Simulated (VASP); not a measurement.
Crystal: Mg2H3.

```
CELL_PARAMETERS angstrom
4.11155 0.00000 0.00000
0.00000 3.41480 2.21057
0.00000 -3.41480 2.21057
ATOMIC_POSITIONS crystal
Mg 0.50000 0.05370 0.68388
Mg 0.50000 0.68388 0.05370
H 0.00000 0.68511 0.68511
H 0.82059 0.12523 0.12523
H 0.17941 0.12523 0.12523
```

| Item | Value |
| --- | --- |
| Program | VASP 6.6.1 |
| Task | relaxation of cell and atoms |
| Functional | PBE |
| Potentials or basis | VASP PAW PBE potentials, release 64 (Mg, H) |
| Cutoff | 600 eV |
| k mesh | 4 × 6 × 6 |
| Occupations | gaussian, width 0.1 eV |
| Spin | no spin polarisation |

At the start: pressure 5.7 GPa; volume 12.41 Å³/atom.

Where does the relaxation end?

Over 65 steps the energy falls by 688.3 meV/atom and the volume is 14.45 Å³/atom (+16.4 %); space group Amm2 (No. 38, to 0.05 Å).

The path:
| step | energy change (eV) | largest force (eV/Å) | pressure (GPa) | volume (Å³) |
| --- | --- | --- | --- | --- |
| 1 | 0.0000 | 0.5858 | 5.71 | 62.07 |
| 3 | -1.5593 | 1.3212 | -1.19 | 68.36 |
| 5 | -1.8792 | 1.0318 | -1.82 | 68.40 |
| 7 | -2.1141 | 1.4222 | -0.93 | 67.55 |
| 9 | -2.2142 | 1.1413 | -0.56 | 67.08 |
| 11 | -2.3136 | 0.7300 | 0.96 | 66.26 |
| 13 | -2.4515 | 0.7201 | 0.38 | 67.81 |
| 15 | -2.5771 | 1.2893 | -1.85 | 69.26 |
| 17 | -2.8092 | 1.1493 | 0.01 | 68.80 |
| 19 | -2.8985 | 0.2008 | 1.88 | 69.00 |
| 21 | -2.9655 | 0.4436 | 1.51 | 70.66 |
| 23 | -3.0386 | 0.7919 | -0.96 | 75.11 |
| 25 | -3.0701 | 0.4684 | -0.55 | 74.91 |
| 27 | -3.1974 | 0.4163 | 0.59 | 75.03 |
| 29 | -3.2498 | 1.3988 | 0.97 | 76.36 |
| 31 | -3.2747 | 0.7925 | 0.49 | 76.54 |
| 33 | -3.3206 | 0.2526 | -1.09 | 78.11 |
| 35 | -3.3440 | 0.1931 | -0.96 | 77.30 |
| 37 | -3.3681 | 0.4683 | -0.72 | 75.72 |
| 39 | -3.3801 | 0.2160 | -1.04 | 74.61 |
| 41 | -3.3954 | 0.1037 | -0.47 | 72.78 |
| 43 | -3.4003 | 0.2442 | 0.16 | 71.02 |
| 45 | -3.4064 | 0.2741 | 0.02 | 70.38 |
| 47 | -3.4165 | 0.1221 | 0.68 | 69.48 |
| 49 | -3.4198 | 0.1238 | 0.66 | 69.59 |
| 51 | -3.4258 | 0.6497 | -0.30 | 71.70 |
| 53 | -3.4297 | 0.3917 | 0.02 | 71.11 |
| 55 | -3.4346 | 0.1879 | 0.17 | 72.28 |
| 57 | -3.4359 | 0.0999 | 0.10 | 72.02 |
| 59 | -3.4391 | 0.0790 | -0.13 | 72.54 |
| 61 | -3.4395 | 0.0688 | -0.24 | 72.78 |
| 63 | -3.4399 | 0.0820 | -0.12 | 72.70 |
| 65 | -3.4413 | 0.0262 | -0.02 | 72.26 |

Final structure:
```xyz
5
Lattice="2.9559 0.0000 0.0000 0.0000 4.7642 2.5655 0.0000 -4.7642 2.5655" Properties=species:S:1:pos:R:3 pbc="T T T"
Mg    1.4779    1.5630    3.7847
Mg    1.4779   -1.5630    3.7847
H     0.0000    0.0000    3.7588
H     2.5738    0.0000    1.1938
H     0.3821    0.0000    1.1938
```

Caveat: the k points lie up to 0.53 Å⁻¹ apart in the final cell; the volume moved by over 15 % at a fixed basis, so the end points are rough.
